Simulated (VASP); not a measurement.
A run of VASP 6.6.1 is set up as follows.

The input INCAR:

```
SYSTEM = Ag
PREC = Accurate
ENCUT = 520
EDIFF = 1E-6
ISMEAR = -1
SIGMA = 0.05
LREAL = .False.
LASPH = .True.
NELM = 60
ALGO = Normal
ISIF = 2
LWAVE = .False.
LCHARG = .False.
GGA = PE
NBANDS = 24
```

File KPOINTS:

```
Automatic mesh
0
Gamma
  8 8 11
  0 0 0
```

File POSCAR:

```
Ag
1.0
    4.5982936411      0.0000000000      0.0000000000
   -2.2991468205      3.9822391072      0.0000000000
    0.0000000000      0.0000000000      2.7500955685
Ag
3
Direct
    0.0000000000      0.0000000000      0.0000000000
    0.3333333333      0.6666666667      0.5000000000
    0.6666666667      0.3333333333      0.5000000000
```

Potentials or basis: VASP PAW PBE potentials, release 64 (Ag).

Launch:

```sh
$ cat potpaw_PBE.64/Ag/POTCAR > POTCAR
$ mpirun -np 1 vasp_std > vasp.out
```

(1) Estimate the pressure.

Results:

(1) 9.0 GPa.
